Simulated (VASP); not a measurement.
# Ti36H (a cell with a defect): single point with PBE

System: Ti36H (a cell with a defect).

```
Ti H
1.0
     8.81807    0.00000    0.00000
    -4.40904    7.63667    0.00000
     0.00000    0.00000    9.29704
Ti H
36 1
Direct
  0.11162 0.22203 0.12629
  0.22051 0.10724 0.37319
  0.10770 0.21995 0.62777
  0.22280 0.11066 0.87475
  0.11146 0.55506 0.12520
  0.22044 0.44663 0.37325
  0.11112 0.55559 0.62623
  0.22267 0.44326 0.87475
  0.11148 0.88879 0.12512
  0.22204 0.77771 0.37263
  0.11123 0.88789 0.62618
  0.22284 0.77697 0.87392
  0.44444 0.22207 0.12614
  0.55628 0.11080 0.37463
  0.44703 0.21979 0.62768
  0.55567 0.11025 0.87568
  0.44439 0.55465 0.12619
  0.55989 0.44657 0.37320
  0.44695 0.55926 0.62770
  0.55549 0.44326 0.87467
  0.44428 0.88827 0.12702
  0.55627 0.77865 0.37473
  0.44547 0.88879 0.62833
  0.55568 0.77652 0.87577
  0.77816 0.22206 0.12693
  0.88835 0.11081 0.37480
  0.77804 0.22148 0.62831
  0.88953 0.11029 0.87571
  0.77760 0.55495 0.12518
  0.88938 0.44496 0.37253
  0.77920 0.55569 0.62614
  0.88903 0.44319 0.87394
  0.77810 0.88841 0.12698
  0.88947 0.77776 0.37251
  0.77801 0.88863 0.62834
  0.88899 0.77688 0.87389
  0.33370 0.33320 0.50046
```

```json
{
  "Program": "VASP 6.6.1",
  "Task": "single point",
  "Functional": "PBE",
  "Potentials or basis": "VASP PAW PBE potentials, release 64 (Ti_sv, H)",
  "Cutoff": "520 eV",
  "k mesh": "1 × 1 × 1",
  "Occupations": "methfessel-paxton, width 0.1 eV",
  "Spin": "no spin polarisation"
}
```

The pressure is -0.9 GPa, the largest force is 0.017 eV/Å and the band gap on the k mesh is zero (an odd number of electrons rules out a gap without spin polarisation).

Forces on the atoms (eV/Å):
```
Ti  -0.005  0.000 -0.001
Ti   0.002 -0.005 -0.011
Ti  -0.010 -0.006  0.008
Ti   0.007  0.005 -0.005
Ti  -0.008 -0.001 -0.005
Ti   0.002 -0.006 -0.004
Ti  -0.001  0.004 -0.003
Ti   0.008 -0.002  0.003
Ti   0.006 -0.004 -0.003
Ti  -0.003  0.001 -0.011
Ti   0.002 -0.010  0.005
Ti  -0.008 -0.001 -0.002
Ti   0.007 -0.002  0.003
Ti  -0.003 -0.006  0.000
Ti   0.000 -0.008  0.000
Ti   0.002  0.009  0.006
Ti   0.001  0.004  0.001
Ti  -0.002  0.001 -0.002
Ti  -0.001 -0.002  0.015
Ti   0.001  0.003  0.005
Ti   0.001  0.009 -0.015
Ti  -0.003  0.006  0.003
Ti   0.003  0.002 -0.002
Ti   0.008 -0.002 -0.007
Ti   0.000 -0.002  0.004
Ti  -0.005  0.010  0.001
Ti   0.004 -0.005  0.008
Ti  -0.012  0.012  0.004
Ti   0.001  0.007 -0.002
Ti   0.001 -0.001 -0.005
Ti   0.004  0.000 -0.002
Ti   0.000  0.003  0.006
Ti  -0.003 -0.004 -0.009
Ti   0.002 -0.014  0.006
Ti  -0.001  0.005  0.006
Ti   0.001  0.001  0.004
H    0.000  0.001  0.000
```

Stress tensor (GPa, compression positive):
```
-0.50 -0.01 -0.01
-0.01 -0.50  0.01
-0.01  0.01 -1.85
```

Levels at points of the mesh, in eV from the Fermi level:
| k point | band 213 | band 214 | band 215 | band 216 | band 217 | band 218 | band 219 | band 220 |
| --- | --- | --- | --- | --- | --- | --- | --- | --- |
| (0.00, 0.00, 0.00) | -0.20 | -0.20 | -0.19 | -0.19 | 0.00 | 0.18 | 0.20 | 0.21 |

Run time: 9.3 min on 1 thread of Intel(R) Xeon(R) Platinum 8259CL CPU @ 2.50GHz (Skylake/Cascade Lake) (shared host), peak memory 0.72 GiB.

Caveat: the k points lie up to 0.82 Å⁻¹ apart, too coarse for converged energies and pressures of a metal.
